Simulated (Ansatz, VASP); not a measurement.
**BN in VASP and in Ansatz**

```xyz
2
Lattice="0.0000 1.7527 1.7527 1.7527 0.0000 1.7527 1.8252 1.8252 -0.0725" Properties=species:S:1:pos:R:3 pbc="T T T"
B     0.0356    0.0356   -0.0356
N     2.6479    2.6479    2.6103
```

Alike in both runs: task single point; functional PBE; k mesh 12 × 12 × 12; occupations gaussian, width 0.02 eV; no spin polarisation.

```csv
,VASP,Ansatz
version,VASP 6.6.1,Ansatz 0.2.0
potentials or method,"VASP PAW PBE potentials, release 64 (B, N), cutoff 520 eV","scalar-relativistic, plane waves, PAW"
valence electrons in the cell,8,8
```

Ansatz gave:

* gap on the k mesh at the Fermi level (eV): 3.32
* least direct gap on the mesh (eV): 7.93
* pressure (GPa): 17.0
* traceless stress, the component that is largest in VASP (GPa): -17.73
* rms of the force components (eV/Å): 1.884

Q: What did VASP give for the same quantities?

A: gap on the k mesh at the Fermi level (eV): 3.31; least direct gap on the mesh (eV): 7.93; pressure (GPa): 17.3; traceless stress, the component that is largest in VASP (GPa): -17.69; rms of the force components (eV/Å): 1.885.

Atom by atom the forces differ by 0.001 eV/Å (rms over components). With one functional, cell and mesh, what is left measures potentials, basis and numerics.
